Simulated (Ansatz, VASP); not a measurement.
One calculation of SrTiO3, two programs

```
Sr Ti O
1.0
    -2.74407    2.74407    3.90439
     2.74407   -2.74407    3.90439
     2.74407    2.74407   -3.90439
Sr Ti O
2 2 6
Direct
  0.75000 0.25000 0.50000
  0.25000 0.75000 0.50000
  0.00000 0.00000 0.00000
  0.50000 0.50000 0.00000
  0.25000 0.25000 0.00000
  0.75000 0.75000 0.00000
  0.72533 0.22533 0.95066
  0.22533 0.27467 0.50000
  0.27467 0.77467 0.04934
  0.77467 0.72533 0.50000
```

Alike in both runs: functional PBEsol; k mesh 6 × 6 × 6; occupations fermi-dirac, width 0.02 eV; no spin polarisation.

Ansatz relaxed the structure, and its values are those at the end. VASP's run is a single point on that final structure, the one shown.

|  | VASP | Ansatz |
| --- | --- | --- |
| version | VASP 6.6.1 | Ansatz 0.2.0 |
| potentials or method | VASP PAW PBE potentials, release 64 (Sr_sv, Ti_sv, O), cutoff 520 eV | PAW plane waves |
| valence electrons in the cell | 80 | 80 |

Ansatz gave:

| Item | Value |
| --- | --- |
| gap on the k mesh at the Fermi level (eV) | 1.97 |
| pressure (GPa) | 0.0 |

Q: Estimate VASP's values.

A: gap on the k mesh at the Fermi level (eV): 1.94; pressure (GPa): 0.6.

VASP's potentials were made for PBE, not for PBEsol, and Ansatz warns of the same on its side.
